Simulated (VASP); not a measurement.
# Pb (P6_3/mmc) in VASP: further runs

Pb is run at these levels: PBE; tasks: single point, relaxation of cell and atoms.

Program: VASP 6.6.1. These are calculated values, not measurements. Logs are shortened: lines on timing, memory, paths and dates and some standing lists are left out, and cuts for length are marked.

### 1 The cell of the first run

Symmetry: P6_3/mmc, No. 194, hexagonal system. Conventional cell: a = 3.539 Å, b = 3.539 Å, c = 5.859 Å, α = 90.00°, β = 90.00°, γ = 120.00°. Within 4.7 Å of Pb (site symmetry -6m2) lie 12 Pb at 3.54 to 3.57 Å.

### 2 Single point, PBE

Input file INCAR:

```
PREC = Accurate
ENCUT = 520
EDIFF = 1E-6
ISMEAR = 0
SIGMA = 0.05
LREAL = False
LASPH = True
NELM = 100
ALGO = Normal
ISIF = 2
LWAVE = False
LCHARG = True
GGA = PE
LELF = True
LVHAR = True
NBANDS = 21
```

Input file KPOINTS:

```
Automatic mesh
0
Gamma
  14 14 8
```

Input file POSCAR:

```
Pb
1.0
    3.5393557659      0.0000000000      0.0000000000
   -1.7696778829      3.0651720063      0.0000000000
    0.0000000000      0.0000000000      5.8591118804
Pb
2
Direct
    0.3333333333      0.6666666667      0.7500000000
    0.6666666667      0.3333333333      0.2500000000
```

Potentials or basis: VASP PAW PBE potentials, release 64 (Pb_d).

On the command line:

```
cat potpaw_PBE.64/Pb_d/POTCAR > POTCAR
mpirun -np 1 vasp_std > vasp.out
```

OUTCAR:

```text
PREC = Accurate
   ENCUT = 520
   EDIFF = 1E-6
   ISMEAR = 0
   LREAL = False
   LASPH = True
   NELM = 100
   ISIF = 2
   GGA = PE

 ion  position               nearest neighbor table
   1  0.333  0.667  0.750-   2 3.57   2 3.57   2 3.57   2 3.57   2 3.57   2 3.57
   2  0.667  0.333  0.250-   1 3.57   1 3.57   1 3.57   1 3.57   1 3.57   1 3.57

  LATTYP: Found a hexagonal cell.
 ALAT       =     3.5393557659
 C/A-ratio  =     1.6554176149

  Lattice vectors:

 A1 = (   3.5393557659,   0.0000000000,   0.0000000000)
 A2 = (  -1.7696778829,   3.0651720063,   0.0000000000)
 A3 = (   0.0000000000,   0.0000000000,   5.8591118804)

Analysis of symmetry for initial positions (statically):
=====================================================================
 Subroutine PRICEL returns:
 Original cell was already a primitive cell.

 Routine SETGRP: Setting up the symmetry group for a
 hexagonal supercell.

 Subroutine GETGRP returns: Found 24 space group operations
 (whereof 12 operations were pure point group operations)
 out of a pool of 24 trial point group operations.

The static configuration has the point symmetry D_3d.
 The point group associated with its full space group is D_6h.

Analysis of symmetry for dynamics (positions and initial velocities):
=====================================================================
 Subroutine PRICEL returns:
 Original cell was already a primitive cell.

 Routine SETGRP: Setting up the symmetry group for a
 hexagonal supercell.

 Subroutine GETGRP returns: Found 24 space group operations
 (whereof 12 operations were pure point group operations)
 out of a pool of 24 trial point group operations.

The dynamic configuration has the point symmetry D_3d.
 The point group associated with its full space group is D_6h.

 Subroutine INISYM returns: Found 24 space group operations
 (whereof 12 operations are pure point group operations),
 and found     1 'primitive' translations

----------------------------------------------------------------------------------------

                                     Primitive cell

  volume of cell :      63.5639

  direct lattice vectors                    reciprocal lattice vectors
     3.539355766  0.000000000  0.000000000     0.282537294  0.163122983  0.000000000
    -1.769677883  3.065172006  0.000000000     0.000000000  0.326245965  0.000000000
     0.000000000  0.000000000  5.859111880     0.000000000  0.000000000  0.170674331

  length of vectors
     3.539355766  3.539355766  5.859111880     0.326245965  0.326245965  0.170674331

  position of ions in fractional coordinates (direct lattice)
     0.333333333  0.666666667  0.750000000
     0.666666667  0.333333333  0.250000000

  ion indices of the primitive-cell ions
   primitive index   ion index
                 1           1
                 2           2

----------------------------------------------------------------------------------------

 KPOINTS: Automatic mesh

Automatic generation of k-mesh.
 Grid dimensions read from file:
 generate k-points for:   14   14    8

 Generating k-lattice:

  Cartesian coordinates                     Fractional coordinates (reciprocal lattice)
     0.020181235  0.011651642  0.000000000     0.071428571  0.000000000  0.000000000
     0.000000000  0.023303283  0.000000000     0.000000000  0.071428571  0.000000000
     0.000000000  0.000000000  0.021334291     0.000000000  0.000000000  0.125000000

  Length of vectors
     0.023303283  0.023303283  0.021334291

  Shift w.r.t. Gamma in fractional coordinates (k-lattice)
     0.000000000  0.000000000  0.000000000

 Subroutine IBZKPT returns following result:
 ===========================================

 Found    120 irreducible k-points:

 Following reciprocal coordinates:
            Coordinates               Weight
  0.000000  0.000000  0.000000      1.000000
  0.071429  0.000000  0.000000      6.000000
  0.142857  0.000000  0.000000      6.000000
  0.214286  0.000000  0.000000      6.000000
  0.285714  0.000000  0.000000      6.000000
  0.357143  0.000000  0.000000      6.000000
[... 16 lines left out ...]
  0.285714  0.285714  0.000000      6.000000
  0.357143  0.285714  0.000000      6.000000
 [... further k-points ...]
   k-points           NKPTS =    120   k-points in BZ     NKDIM =    120   number of bands    NBANDS=     21
   number of dos      NEDOS =    301   number of ions     NIONS =      2
   total plane-waves  NPLWV =  37632
   dimension x,y,z NGX =    28 NGY =   28 NGZ =   48
   dimension x,y,z NGXF=    56 NGYF=   56 NGZF=   96
   ions per type =               2
   NGX,Y,Z   is equivalent  to a cutoff of  13.15, 13.15, 13.62 a.u.
   NGXF,Y,Z  is equivalent  to a cutoff of  26.30, 26.30, 27.24 a.u.
 SYSTEM =  unknown system
   PREC   = accura    normal or accurate (medium, high low for compatibility)
   ISTART =      0    job   : 0-new  1-cont  2-samecut
   ICHARG =      2    charge: 1-file 2-atom 10-const
   ISPIN  =      1    spin polarized calculation?
   LNONCOLLINEAR =      F non collinear calculations
   LSORBIT =      F    spin-orbit coupling
   LASPH  =      T    aspherical Exc in radial PAW
   ENCUT  =  520.0 eV  38.22 Ry    6.18 a.u.   6.58  6.58 10.89*2*pi/ulx,y,z
   NELM   =    100;   NELMIN=  2; NELMDL= -5     # of ELM steps
   EDIFF  = 0.1E-05   stopping-criterion for ELM
   LREAL  =      F    real-space projection
   EDIFFG = 0.1E-04   stopping-criterion for IOM
   NSW    =      0    number of steps for IOM
   IBRION =     -1    ionic relax: 0-MD 1-quasi-New 2-CG
   NFREE  =      0    steps in history (QN), initial steepest desc. (CG)
   ISIF   =      2    stress and relaxation
   ISYM   =      2    0-nonsym 1-usesym 2-fastsym
   POTIM  = 0.5000    time-step for ionic-motion
   TEBEG  =    0.0;   TEEND  =   0.0 temperature during run
   PSTRESS=    0.0 pullay stress
   NELECT =      28.0000    total number of electrons
   NUPDOWN=      -1.0000    fix difference up-down
   EMIN   =  10.00;   EMAX   =-10.00  energy-range for DOS
   EFERMI =   0.00;   METHOD = LEGACY
   ISMEAR =     0;   SIGMA  =   0.05  broadening in eV -4-tet -1-fermi 0-gaus
   EFERMI_NEDOS =   21; number of points for ismear=-14 and -15
   IALGO  =     38    algorithm
   IMIX   =      4    mixing-type and parameters
     AMIX     =   0.40;   BMIX     =  1.00
     AMIX_MAG =   1.60;   BMIX_MAG =  1.00
  volume/ion in A,a.u.               =      31.78       214.48
  Fermi-wavevector in a.u.,A,eV,Ry     =   1.245634  2.353907 21.110865  1.551605
  Thomas-Fermi vector in A             =   2.379848
   LORBIT       =      0    0 simple, 1 ext, 2 COOP (PROOUT), +10 PAW based schemes
   GGA     = PE    functional components
   LHFCALC =     F    Hartree Fock is set to
   AEXX    =    0.0000 exact exchange contribution
   IVDW    =     0    specifies the selected vdW correction
   LEPSILON=     F    determine dielectric tensor
   LRPA    =     F    only Hartree local field effects (RPA)
 non-spin polarized calculation
 Gauss-broadening in eV      SIGMA  =   0.05
  energy-cutoff  :      520.00
  volume of cell :       63.56
 maximum number of plane-waves:      1761
 NGX is ok and might be reduce to    28
   NGX = 13   NGY = 13   NGZ = 21

 number of electron      27.9999996 magnetization

 Free energy of the ion-electron system (eV)
  ---------------------------------------------------
  ext. energy  EPLUGINS =         0.00000000
  ---------------------------------------------------
  free energy    TOTEN  =        -7.09815183 eV

  energy without entropy =       -7.09676146  energy(sigma->0) =       -7.09745664

 E-fermi :   6.7350     XC(G=0):  -9.9637

 val. band max:        6.7247257900   @ k =   0.2143   0.0714   0.0000
 cond. band min:       6.7820433448   @ k =   0.5000   0.0000   0.1250
 fundamental gap:      0.0573175548
 Fermi energy:         6.7350095268

 k-point     1 :       0.0000    0.0000    0.0000
  band No.  band energies     occupation
      1     -10.3048      2.00000
      2     -10.2917      2.00000
      3     -10.2681      2.00000
      4     -10.2681      2.00000
      5     -10.2513      2.00000
      6     -10.2513      2.00000
[... 13 lines left out ...]
     20      15.8178      0.00000
     21      17.9949      0.00000

 k-point     2 :       0.0714    0.0000    0.0000
  band No.  band energies     occupation
      1     -10.3028      2.00000
      2     -10.2916      2.00000
      3     -10.2620      2.00000
      4     -10.2571      2.00000
      5     -10.2490      2.00000
      6     -10.2407      2.00000
[... 13 lines left out ...]
     20      16.1462      0.00000
     21      17.6374      0.00000

 k-point     3 :       0.1429    0.0000    0.0000
  band No.  band energies     occupation
      1     -10.3171      2.00000
      2     -10.2761      2.00000
      3     -10.2571      2.00000
      4     -10.2267      2.00000
      5     -10.2265      2.00000
      6     -10.2170      2.00000
[... 13 lines left out ...]
     20      16.6938      0.00000
     21      17.0985      0.00000

 k-point     4 :       0.2143    0.0000    0.0000
  band No.  band energies     occupation
      1     -10.3412      2.00000
      2     -10.2683      2.00000
      3     -10.2435      2.00000
      4     -10.2404      2.00000
      5     -10.2254      2.00000
      6     -10.1842      2.00000
[... 13 lines left out ...]
     20      16.0229      0.00000
     21      17.1446      0.00000

 k-point     5 :       0.2857    0.0000    0.0000
  band No.  band energies     occupation
      1     -10.3670      2.00000
      2     -10.2781      2.00000
      3     -10.2684      2.00000
      4     -10.2402      2.00000
      5     -10.2131      2.00000
      6     -10.1397      2.00000
[... 13 lines left out ...]
     20      15.5889      0.00000
     21      16.8671      0.00000
[... 382 lines left out ...]
     20      17.1224      0.00000
     21      18.8790      0.00000

 k-point    22 :       0.3571    0.2143    0.0000
  band No.  band energies     occupation
      1     -10.3386      2.00000
      2     -10.3096      2.00000
      3     -10.2414      2.00000
      4     -10.2279      2.00000
      5     -10.1900      2.00000
      6     -10.1676      2.00000
[... 13 lines left out ...]
     20      17.0017      0.00000
     21      19.7155      0.00000

 k-point    23 :       0.2857    0.2857    0.0000
  band No.  band energies     occupation
      1     -10.3410      2.00000
      2     -10.2534      2.00000
      3     -10.2512      2.00000
      4     -10.2356      2.00000
      5     -10.1934      2.00000
      6     -10.1525      2.00000
[... 13 lines left out ...]
     20      18.9643      0.00000
     21      19.1358      0.00000

 k-point    24 :       0.3571    0.2857    0.0000
  band No.  band energies     occupation
      1     -10.3462      2.00000
      2     -10.2529      2.00000
      3     -10.2259      2.00000
      4     -10.2158      2.00000
      5     -10.2051      2.00000
      6     -10.1672      2.00000
[... 13 lines left out ...]
     20      18.9859      0.00000
     21      20.4529      0.00000

 [... further k-points ...]
[... 5 lines left out ...]
  --------------------------------------------------------------------------------------
  -------------------------------------------------------------------------------------
  Total       -0.0139353     -0.0139353     -0.0050185     -0.0000000      0.0000000      0.0000000
  in kB       -0.3512497     -0.3512497     -0.1264939     -0.0000000      0.0000000      0.0000000
  external PRESSURE =      -0.2763311 kB  Pullay stress =       0.0000000 kB

 VOLUME and BASIS-vectors are now :
 -----------------------------------------------------------------------------
  energy-cutoff  :      520.00
  volume of cell :       63.56
      direct lattice vectors                 reciprocal lattice vectors
     3.539355766  0.000000000  0.000000000     0.282537294  0.163122983  0.000000000
    -1.769677883  3.065172006  0.000000000     0.000000000  0.326245965  0.000000000
     0.000000000  0.000000000  5.859111880     0.000000000  0.000000000  0.170674331

 POSITION                                       TOTAL-FORCE (eV/Angst)
 -----------------------------------------------------------------------------------
     -0.00000      2.04345      4.39433         0.000000     -0.000000      0.000000
      1.76968      1.02172      1.46478        -0.000000      0.000000      0.000000
 -----------------------------------------------------------------------------------
    total drift:                               -0.000000      0.000000      0.000000

  FREE ENERGIE OF THE ION-ELECTRON SYSTEM (eV)
  ---------------------------------------------------
  free  energy   TOTEN  =        -7.0981518267 eV

  energy  without entropy=       -7.0967614602  energy(sigma->0) =       -7.09745664
```

It took 2.1 min on 1 thread of Intel Xeon Platinum 8259CL at 2.50GHz (Skylake/Cascade Lake), shared host; peak memory 0.27 GiB.

What came out:

```
Free energy            : -7.0982 eV
Pressure               : 0.0 GPa
Band gap on the k mesh : zero (band 14 reaches 12.27 eV, above the bottom of band 15 at 5.16 eV)
```

Levels at points of the mesh, in eV from the Fermi level:
| k point | band 10 | band 11 | band 12 | band 13 | band 14 | band 15 | band 16 | band 17 | band 18 | band 19 |
| --- | --- | --- | --- | --- | --- | --- | --- | --- | --- | --- |
| (0.00, 0.00, 0.00) | -16.80 | -11.42 | -8.17 | -3.97 | 5.48 | 5.48 | 6.96 | 7.11 | 7.11 | 8.66 |
| (0.50, 0.00, 0.00) | -16.76 | -8.17 | -7.07 | -2.87 | -1.49 | -0.40 | 1.72 | 2.13 | 5.34 | 6.14 |
| (0.00, 0.00, 0.50) | -16.85 | -10.31 | -10.31 | 0.56 | 0.56 | 6.26 | 6.26 | 6.26 | 6.26 | 9.27 |
| (0.50, 0.00, 0.50) | -16.77 | -7.49 | -7.49 | -3.46 | -3.46 | 3.30 | 3.30 | 3.38 | 3.38 | 6.76 |

Caveat: spin-orbit coupling is left out, which moves the levels of the heavy elements.

### 3 Relaxation of cell and atoms, PBE

This run uses another cell than the first one, of 30.32 Å³/atom, 0.954 times its volume.

Input file INCAR:

```
PREC = Accurate
ENCUT = 600
EDIFF = 1E-6
ISMEAR = 0
SIGMA = 0.05
LREAL = False
LASPH = True
NELM = 100
ALGO = Normal
ISIF = 3
LWAVE = False
LCHARG = False
GGA = PE
IBRION = 2
NSW = 80
EDIFFG = -0.01
```

Input file KPOINTS:

```
regular mesh
0
Gamma
  14 14 8
```

Input file POSCAR:

```
Pb
1.0
    3.4999338747      0.0000000000      0.0000000000
   -1.7499669373      3.0310316470      0.0000000000
    0.0000000000      0.0000000000      5.7165586620
Pb
2
Direct
    0.3333333333      0.6666666667      0.7500000000
    0.6666666667      0.3333333333      0.2500000000
```

Potentials or basis: VASP PAW PBE potentials, release 64 (Pb_d).

On the command line:

```
cat potpaw_PBE.64/Pb_d/POTCAR > POTCAR
mpirun -np 1 vasp_std > vasp.out
```

Wall time 7.8 min (1 thread of Intel Xeon Platinum 8259CL at 2.50GHz (Skylake/Cascade Lake), shared host); peak memory 0.29 GiB.

It converged, with:

* Free energy: -7.0977 eV
* Relaxed volume: 31.79 Å³/atom
* Relaxed cell: a = 3.539 Å, b = 3.539 Å, c = 5.864 Å, α = 90.00°, β = 90.00°, γ = 120.00°
* Space group after relaxing (to 0.05 Å): P6_3/mmc (No. 194)
* Energy gained by relaxing: 9.9 meV/atom
* Ionic steps: 7
* Pressure after relaxing: 0.0 GPa
* Band gap on the k mesh: zero (band 14 reaches 12.28 eV, above the bottom of band 15 at 5.16 eV)

Step by step:
```csv
step,energy change (eV),largest force (eV/Å),pressure (GPa),volume (Å³)
1,0.0000,0.0000,2.15,60.64
2,-0.0186,0.0000,-0.43,64.28
3,-0.0194,0.0000,-0.01,63.60
4,-0.0194,0.0000,-0.07,63.66
5,-0.0197,0.0000,-0.05,63.63
6,-0.0198,0.0000,-0.04,63.57
7,-0.0198,0.0000,-0.01,63.58
```

Final structure:
```
CELL_PARAMETERS angstrom
3.53851 0.00000 0.00000
-1.76926 3.06444 0.00000
0.00000 0.00000 5.86382
ATOMIC_POSITIONS crystal
Pb 0.33333 0.66667 0.75000
Pb 0.66667 0.33333 0.25000
```

Levels at points of the mesh, in eV from the Fermi level:
| k point | band 11 | band 12 | band 13 | band 14 | band 15 | band 16 | band 17 | band 18 |
| --- | --- | --- | --- | --- | --- | --- | --- | --- |
| (0.00, 0.00, 0.00) | -11.42 | -8.18 | -3.97 | 5.49 | 5.49 | 6.94 | 7.11 | 7.11 |
| (0.50, 0.00, 0.00) | -8.17 | -7.07 | -2.87 | -1.50 | -0.40 | 1.72 | 2.14 | 5.34 |
| (0.00, 0.00, 0.50) | -10.31 | -10.31 | 0.55 | 0.55 | 6.26 | 6.26 | 6.26 | 6.26 |
| (0.50, 0.00, 0.50) | -7.49 | -7.49 | -3.46 | -3.46 | 3.29 | 3.29 | 3.38 | 3.38 |

Caveat: spin-orbit coupling is left out, which moves the levels of the heavy elements.
